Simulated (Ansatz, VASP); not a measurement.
Ga: VASP beside Ansatz

```
Ga
1.0
     2.58544    0.00000    0.00000
     0.00000    2.58544    0.00000
     0.00000    0.00000    2.58544
Ga
1
Direct
  0.00000 0.00000 0.00000
```

Alike in both runs: task single point; functional PBEsol; k mesh 13 × 13 × 13; occupations fermi-dirac, width 0.1 eV; no spin polarisation.

|  | VASP | Ansatz |
| --- | --- | --- |
| version | VASP 6.6.1 | Ansatz 0.2.0 |
| potentials or method | VASP PAW PBE potentials, release 64 (Ga_d), cutoff 520 eV | plane waves (420 eV) with PAW, scalar-relativistic |
| valence electrons in the cell | 13 | 13 |

```tsv
	VASP	Ansatz	Ansatz less VASP
pressure (GPa)	6.1	6.0	-0.09
```

VASP's potentials were made for PBE, not for PBEsol, and Ansatz warns of the same on its side.
